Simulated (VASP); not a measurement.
# TiH6 (P6/mmm) in VASP: further runs, part 2 of 3

VASP 6.6.1. Earlier steps stand in the parts before.

## (3) Relaxation of cell and atoms, PBE

This run uses another cell than the first one, of 4.79 Å³/atom.

The input, INCAR:

```
PREC = Accurate
ENCUT = 500
EDIFF = 1E-7
ISMEAR = 0
SIGMA = 0.1
LREAL = F
LASPH = T
NELM = 120
ALGO = Normal
ISIF = 3
LWAVE = F
LCHARG = F
GGA = PE
IBRION = 2
NSW = 90
EDIFFG = -0.04
GGA_COMPAT = F
NELMIN = 4
```

The input, KPOINTS:

```
regular mesh
0
Gamma
  6 6 6
```

The input, POSCAR:

```
TiH6
1.0
    3.7331906185      0.0000000000      0.0000000000
   -1.8665953092      3.2330379128      0.0000000000
    0.0000000000      0.0000000000      2.7769535170
Ti H
1 6
Direct
    0.0000000000      0.0000000000      0.5000000000
    0.5000000000      0.0000000000      0.5000000000
    0.0000000000      0.5000000000      0.5000000000
    0.5000000000      0.5000000000      0.5000000000
    0.5000000000      0.0000000000      0.0000000000
    0.0000000000      0.5000000000      0.0000000000
    0.5000000000      0.5000000000      0.0000000000
```

Potentials or basis: VASP PAW PBE potentials, release 64 (Ti_sv, H).

Command:

```sh
$ cat potpaw_PBE.64/Ti_sv/POTCAR potpaw_PBE.64/H/POTCAR > POTCAR
$ mpirun -np 1 vasp_std > vasp.out
```

OUTCAR:

```text
PREC = Accurate
   ENCUT = 500
   EDIFF = 1E-7
   ISMEAR = 0
   LREAL = F
   LASPH = T
   NELM = 120
   ISIF = 3
   GGA = PE
   IBRION = 2
   NSW = 90
   EDIFFG = -0.04
   NELMIN = 4

 ion  position               nearest neighbor table
   1  0.000  0.000  0.500-   3 1.87   3 1.87   2 1.87   2 1.87   4 1.87   4 1.87
   2  0.500  0.000  0.500-   1 1.87   1 1.87
   3  0.000  0.500  0.500-   1 1.87   1 1.87
   4  0.500  0.500  0.500-   1 1.87   1 1.87
   5  0.500  0.000  0.000-
   6  0.000  0.500  0.000-
   7  0.500  0.500  0.000-

  LATTYP: Found a hexagonal cell.
 ALAT       =     3.7331906185
 C/A-ratio  =     0.7438552704

  Lattice vectors:

 A1 = (   3.7331906185,   0.0000000000,   0.0000000000)
 A2 = (  -1.8665953092,   3.2330379128,   0.0000000000)
 A3 = (   0.0000000000,   0.0000000000,   2.7769535170)

Analysis of symmetry for initial positions (statically):
=====================================================================
 Subroutine PRICEL returns:
 Original cell was already a primitive cell.

 Routine SETGRP: Setting up the symmetry group for a
 hexagonal supercell.

 Subroutine GETGRP returns: Found 24 space group operations
 (whereof 24 operations were pure point group operations)
 out of a pool of 24 trial point group operations.

The static configuration has the point symmetry D_6h.

Analysis of symmetry for dynamics (positions and initial velocities):
=====================================================================
 Subroutine PRICEL returns:
 Original cell was already a primitive cell.

 Routine SETGRP: Setting up the symmetry group for a
 hexagonal supercell.

 Subroutine GETGRP returns: Found 24 space group operations
 (whereof 24 operations were pure point group operations)
 out of a pool of 24 trial point group operations.

The dynamic configuration has the point symmetry D_6h.

 Subroutine INISYM returns: Found 24 space group operations
 (whereof 24 operations are pure point group operations),
 and found     1 'primitive' translations

----------------------------------------------------------------------------------------

                                     Primitive cell

  volume of cell :      33.5166

  direct lattice vectors                    reciprocal lattice vectors
     3.733190619  0.000000000  0.000000000     0.267867383  0.154653305  0.000000000
    -1.866595309  3.233037913  0.000000000     0.000000000  0.309306611  0.000000000
     0.000000000  0.000000000  2.776953517     0.000000000  0.000000000  0.360106856

  length of vectors
     3.733190619  3.733190618  2.776953517     0.309306611  0.309306611  0.360106856

  position of ions in fractional coordinates (direct lattice)
     0.000000000  0.000000000  0.500000000
     0.500000000  0.000000000  0.500000000
     0.000000000  0.500000000  0.500000000
     0.500000000  0.500000000  0.500000000
     0.500000000  0.000000000  0.000000000
     0.000000000  0.500000000  0.000000000
     0.500000000  0.500000000  0.000000000

  ion indices of the primitive-cell ions
   primitive index   ion index
                 1           1
                 2           2
                 3           3
                 4           4
                 5           5
[... 65 lines left out ...]
   PREC   = accura    normal or accurate (medium, high low for compatibility)
   ISTART =      0    job   : 0-new  1-cont  2-samecut
   ICHARG =      2    charge: 1-file 2-atom 10-const
   ISPIN  =      1    spin polarized calculation?
   LNONCOLLINEAR =      F non collinear calculations
   LSORBIT =      F    spin-orbit coupling
   LASPH  =      T    aspherical Exc in radial PAW
   ENCUT  =  500.0 eV  36.75 Ry    6.06 a.u.   6.81  6.81  5.06*2*pi/ulx,y,z
   NELM   =    120;   NELMIN=  4; NELMDL= -5     # of ELM steps
   EDIFF  = 0.1E-06   stopping-criterion for ELM
   LREAL  =      F    real-space projection
   EDIFFG = -.4E-01   stopping-criterion for IOM
   NSW    =     90    number of steps for IOM
   IBRION =      2    ionic relax: 0-MD 1-quasi-New 2-CG
   NFREE  =      1    steps in history (QN), initial steepest desc. (CG)
   ISIF   =      3    stress and relaxation
   ISYM   =      2    0-nonsym 1-usesym 2-fastsym
   POTIM  = 0.5000    time-step for ionic-motion
   TEBEG  =    0.0;   TEEND  =   0.0 temperature during run
   PSTRESS=    0.0 pullay stress
   NELECT =      18.0000    total number of electrons
   NUPDOWN=      -1.0000    fix difference up-down
   EMIN   =  10.00;   EMAX   =-10.00  energy-range for DOS
   EFERMI =   0.00;   METHOD = LEGACY
   ISMEAR =     0;   SIGMA  =   0.10  broadening in eV -4-tet -1-fermi 0-gaus
   EFERMI_NEDOS =   21; number of points for ismear=-14 and -15
   IALGO  =     38    algorithm
   IMIX   =      4    mixing-type and parameters
     AMIX     =   0.40;   BMIX     =  1.00
     AMIX_MAG =   1.60;   BMIX_MAG =  1.00
  volume/ion in A,a.u.               =       4.79        32.31
  Fermi-wavevector in a.u.,A,eV,Ry     =   1.330697  2.514652 24.092574  1.770754
  Thomas-Fermi vector in A             =   2.459764
   LORBIT       =      0    0 simple, 1 ext, 2 COOP (PROOUT), +10 PAW based schemes
   GGA     = PE    functional components
   LHFCALC =     F    Hartree Fock is set to
   AEXX    =    0.0000 exact exchange contribution
   IVDW    =     0    specifies the selected vdW correction
   LEPSILON=     F    determine dielectric tensor
   LRPA    =     F    only Hartree local field effects (RPA)
 conjugate gradient relaxation of ions
 non-spin polarized calculation
 Gauss-broadening in eV      SIGMA  =   0.10
  energy-cutoff  :      500.00
  volume of cell :       33.52
 maximum number of plane-waves:       870
 NGX is ok and might be reduce to    28
   NGX = 13   NGY = 13   NGZ = 11

--------------------------------------- Ionic step        1  -------------------------------------------

 number of electron      17.9999999 magnetization

 Free energy of the ion-electron system (eV)
  ---------------------------------------------------
  ext. energy  EPLUGINS =         0.00000000
  ---------------------------------------------------
  free energy    TOTEN  =       -25.35277858 eV

  energy without entropy =      -25.34069829  energy(sigma->0) =      -25.34673844

------------------------ aborting loop because EDIFF is reached ----------------------------------------

  FORCE on cell =-STRESS in cart. coord.  units (eV):
  Direction    XX          YY          ZZ          XY          YZ          ZX
  --------------------------------------------------------------------------------------
  -------------------------------------------------------------------------------------
  Total        0.4250930      0.4250930     -1.0237863      0.0000000      0.0000000     -0.0000000
  in kB       20.3205267     20.3205267    -48.9395885      0.0000000      0.0000000     -0.0000000
  external PRESSURE =      -2.7661784 kB  Pullay stress =       0.0000000 kB
[... 69 lines left out ...]
--------------------------------------- Ionic step        3  -------------------------------------------

 number of electron      17.9999991 magnetization

 Free energy of the ion-electron system (eV)
  ---------------------------------------------------
  ext. energy  EPLUGINS =         0.00000000
  ---------------------------------------------------
  free energy    TOTEN  =       -25.37248709 eV

  energy without entropy =      -25.35467273  energy(sigma->0) =      -25.36357991

 E-fermi :   6.0456     XC(G=0): -11.3670

 val. band max:        6.0020076496   @ k =   0.0000   0.0000   0.3333
 cond. band min:       6.0628757768   @ k =   0.5000   0.0000   0.1667
 fundamental gap:      0.0608681272
 Fermi energy:         6.0456373942

 k-point     1 :       0.0000    0.0000    0.0000
  band No.  band energies     occupation
      1     -51.1613      2.00000
      2     -27.5591      2.00000
      3     -27.5591      2.00000
      4     -26.8460      2.00000
      5      -7.2307      2.00000
      6      -0.1356      2.00000
      7      -0.1356      2.00000
      8       3.8158      2.00000
      9       8.3404      0.00000
     10       8.3404      0.00000
     11      10.0555      0.00000
     12      10.0555      0.00000
     13      10.3280      0.00000
[... 354 lines left out ...]
  band No.  band energies     occupation
      1     -51.0677      2.00000
      2     -27.5324      2.00000
      3     -27.5077      2.00000
      4     -27.4954      2.00000
      5      -1.3520      2.00000
      6      -1.1804      2.00000
      7       1.5573      2.00000
      8       2.6916      2.00000
      9       3.6822      2.00000
     10       4.3719      2.00000
     11       8.3534      0.00000
     12       8.4480      0.00000
     13       8.8057      0.00000

 [... further k-points ...]

------------------------ aborting loop because EDIFF is reached ----------------------------------------

  FORCE on cell =-STRESS in cart. coord.  units (eV):
  Direction    XX          YY          ZZ          XY          YZ          ZX
  --------------------------------------------------------------------------------------
  -------------------------------------------------------------------------------------
  Total        0.2674190      0.2674190     -0.1016246      0.0000000      0.0000000      0.0000000
  in kB       12.8437003     12.8437003     -4.8808657      0.0000000      0.0000000      0.0000000
  external PRESSURE =       6.9355116 kB  Pullay stress =       0.0000000 kB
[... 22 lines left out ...]
  FREE ENERGIE OF THE ION-ELECTRON SYSTEM (eV)
  ---------------------------------------------------
  free  energy   TOTEN  =       -25.3724870904 eV

  energy  without entropy=      -25.3546727309  energy(sigma->0) =      -25.36357991

 reached required accuracy - stopping structural energy minimisation
```

It took 29 s on 1 thread of Intel Xeon Platinum 8488C (Sapphire Rapids), shared host; peak memory 0.15 GiB.

What came out:

```
Free energy                           : -25.3725 eV
Relaxed volume                        : 4.77 Å³/atom
Relaxed cell                          : a = 3.772 Å, b = 3.772 Å, c = 2.707 Å, α = 90.00°, β = 90.00°, γ = 120.00°
Space group after relaxing (to 0.1 Å) : P6/mmm (No. 191)
Energy gained by relaxing             : 2.8 meV/atom
Ionic steps                           : 3
Pressure after relaxing               : 0.7 GPa
Band gap on the k mesh                : zero (bands 9 and 10 overlap by 3.98 eV)
```

The path:
```csv
step,energy change (eV),largest force (eV/Å),pressure (GPa),volume (Å³)
1,0.0000,0.0000,-0.28,33.52
2,-0.0083,0.0000,-0.06,33.48
3,-0.0197,0.0000,0.69,33.36
```

Final structure:
```
CELL_PARAMETERS angstrom
3.77232 0.00000 0.00000
-1.88616 3.26692 0.00000
0.00000 0.00000 2.70686
ATOMIC_POSITIONS crystal
Ti 0.00000 0.00000 0.50000
H 0.50000 0.00000 0.50000
H 0.00000 0.50000 0.50000
H 0.50000 0.50000 0.50000
H 0.50000 0.00000 0.00000
H 0.00000 0.50000 0.00000
H 0.50000 0.50000 0.00000
```

Levels at points of the mesh, in eV from the Fermi level:
```tsv
k point	band 6	band 7	band 8	band 9	band 10	band 11	band 12	band 13
(0.00, 0.00, 0.00)	-6.18	-6.18	-2.23	2.29	2.29	4.01	4.01	4.28
(0.50, 0.00, 0.00)	-9.73	-5.10	-1.97	0.57	0.67	1.82	2.19	5.39
(0.00, 0.00, 0.50)	-7.99	-3.19	-3.19	-0.54	-0.54	0.37	0.37	4.52
(0.50, 0.00, 0.50)	-5.82	-5.73	-4.15	-2.66	-0.45	1.06	1.50	3.12
```

Caveat: the k points lie up to 0.39 Å⁻¹ apart in the final cell, too coarse for converged energies and pressures of a metal.

[end of part 2 of 3]
